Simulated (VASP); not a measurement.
## TiHg: electric field gradients with LDA

The system is TiHg.

```xyz
2
Lattice="3.0289 0.0000 0.0000 0.0000 3.0289 0.0000 0.0000 0.0000 4.0678" Properties=species:S:1:pos:R:3 pbc="T T T"
Ti    1.5145    1.5145    2.0339
Hg    0.0000    0.0000    0.0000
```

```json
{
  "Program": "VASP 6.6.1",
  "Task": "electric field gradients",
  "Functional": "LDA",
  "Potentials or basis": "VASP PAW LDA potentials, release 64 (Ti_sv, Hg)",
  "Cutoff": "520 eV",
  "k mesh": "14 × 14 × 10",
  "Occupations": "fermi-dirac, width 0.08 eV",
  "Spin": "no spin polarisation",
  "Dipole correction": "no",
  "Further INCAR settings": "ALGO = Normal; EDIFF = 1e-08; NBANDS = 19"
}
```

| Item | Value |
| --- | --- |
| Pressure | -7.8 GPa |
| Band gap on the k mesh | zero (bands 12 and 13 overlap by 1.07 eV) |
| Largest electric field gradient by atom | Ti +25.2; Hg -203.2 V/Å² |

Stress tensor (GPa, compression positive):
```
-7.94  0.00  0.00
 0.00 -7.94  0.00
 0.00  0.00 -7.46
```

Levels at points of the mesh, in eV from the Fermi level:
```tsv
k point	band 9	band 10	band 11	band 12	band 13	band 14	band 15	band 16
(0.00, 0.00, 0.00)	-6.96	-6.50	-0.44	-0.32	1.24	1.88	1.88	2.38
(0.50, 0.00, 0.00)	-6.79	-3.69	-3.52	-1.02	-0.41	1.11	1.69	3.48
(0.50, 0.50, 0.00)	-5.81	-2.15	0.30	0.30	1.14	1.14	1.32	3.10
(0.00, 0.00, 0.50)	-6.48	-6.38	-4.58	-0.70	0.72	1.16	1.16	2.31
(0.50, 0.00, 0.50)	-6.83	-3.62	-1.65	-0.72	-0.27	1.56	1.87	1.90
(0.50, 0.50, 0.50)	-5.81	-2.01	-1.65	-1.65	1.11	1.55	3.10	5.66
```

Electric field gradients, principal values (V/Å²):
```csv
atom,least,middle,greatest (by size)
1 Ti,-12.621,-12.621,25.242
2 Hg,101.624,101.624,-203.249
```

It took 82 s on 1 thread of Intel(R) Xeon(R) Platinum 8488C (Sapphire Rapids) (shared host), peak memory 0.25 GiB.

Caveat: the cell stands under tension; without QUAD_EFG the Cq values of the log hold for a quadrupole moment of 1 mb, not for the nuclei; spin-orbit coupling is left out, which moves the levels of the heavy elements.
